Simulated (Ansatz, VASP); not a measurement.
Sc in VASP and in Ansatz

```
Sc
1.0
    -1.81387    1.81387    1.81387
     1.81387   -1.81387    1.81387
     1.81387    1.81387   -1.81387
Sc
1
Direct
  0.00000 0.00000 0.00000
```

Change from the starting cell: volume scaled by 0.96, PAW files.

Alike in both runs: task electric field gradients; functional PBE; k mesh 13 × 13 × 13; occupations fermi-dirac, width 0.05 eV; no spin polarisation.

|  | VASP | Ansatz |
| --- | --- | --- |
| version | VASP 6.6.1 | Ansatz 0.2.0 |
| potentials or method | VASP PAW PBE potentials, release 64 (Sc_sv) | PAW with Ansatz's default frozen-core files, scalar-relativistic |
| plane-wave cutoff (eV) | 400 | 420 |
| valence electrons in the cell | 11 | 11 |

|  | VASP | Ansatz | Ansatz less VASP |
| --- | --- | --- | --- |
| pressure (GPa) | 2.3 | 2.3 | +0.02 |

With one functional, cell and mesh, what is left measures potentials, basis and numerics.
